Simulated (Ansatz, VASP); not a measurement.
One calculation of V, two programs

INCAR

```
PREC = Accurate
ENCUT = 600
EDIFF = 1E-7
ISMEAR = 0
SIGMA = 0.1
LREAL = False
LASPH = True
NELM = 150
ALGO = Normal
ISIF = 3
LWAVE = False
LCHARG = False
ISPIN = 2
MAGMOM = 1.31 -0.2 -0.2
LORBIT = 11
LMAXMIX = 4
GGA = PE
IBRION = 2
NSW = 90
EDIFFG = -0.04
```

The input KPOINTS:

```
Automatic mesh
0
Gamma
  6 6 6
```

POSCAR

```
V
1.0
    4.4991650026      0.0000000000      0.0000000000
   -2.2495825013      3.8963911880      0.0000000000
    0.0000000000      0.0000000000      2.7581837624
V
3
Direct
    0.0000000000      0.0000000000      0.0000000000
    0.3333333333      0.6666666667      0.5000000000
    0.6666666667      0.3333333333      0.5000000000
```

Input for Ansatz:

```yaml
crystal:
  lattice:
    - [4.4991650026, 0.0, 0.0]
    - [-2.2495825013, 3.896391188, 0.0]
    - [0.0, 0.0, 2.7581837624]
  atoms:
    - { symbol: V, position: [0.0, 0.0, 0.0], spin: 1.31 }
    - { symbol: V, position: [0.3333333333, 0.6666666667, 0.5], spin: -0.2 }
    - { symbol: V, position: [0.6666666667, 0.3333333333, 0.5], spin: -0.2 }
basis:
  ecutwfc: 420
kpoints:
  mp_grid: { grid: [6, 6, 6] }
hamiltonian:
  xc: pbe
scf:
  occupations: { method: gaussian, width: 0.1 }
  lower_state_search: "off"
output:
  forces: true
  stress: true
  eigenvalues: true
  populations: true
magnetization:
  spin_polarized: true
relax:
  adjacent_minimum: "off"
  f_tol: 0.04
  max_steps: 70
  cell: { stress_tol: 0.4 }
```

Alike in both runs: task relaxation of cell and atoms; functional PBE; k mesh 6 × 6 × 6; occupations gaussian, width 0.1 eV; collinear spin.

|  | VASP | Ansatz |
| --- | --- | --- |
| version | VASP 6.6.1 | Ansatz 0.2.0 |
| potentials or method | VASP PAW PBE potentials, release 64 (V_sv), cutoff 600 eV | scalar-relativistic, plane waves, PAW |
| valence electrons in the cell | 39 | 39 |

|  | VASP | Ansatz | Ansatz less VASP |
| --- | --- | --- | --- |
| gap on the k mesh at the Fermi level, each at its own relaxed structure (eV) | none | none | - |
| net moment per atom (μB) | 0.00 | 0.10 | +0.105 |
| size of the moment on the site where the two differ most (μB) | 0.00 | 0.09 | +0.090 |
| relaxed volume (Å³/atom) | 13.67 | 13.66 | -0.018 |
| relaxed length of the cell vector where the two differ most in proportion (Å) | 2.407 | 2.402 | -0.0053 |

The net moments are unlike, so the other rows may belong to different states. Site moments also hang on the region over which each program counts them. A gap of «none» marks a metal or a gap that the smearing closes. Ansatz's warnings: seeded moment not kept.

The k mesh is coarse, so the values compare programs but aren't converged. Noted on VASP's run: the volume moved by over 15 % at a fixed basis, so the end points are rough.
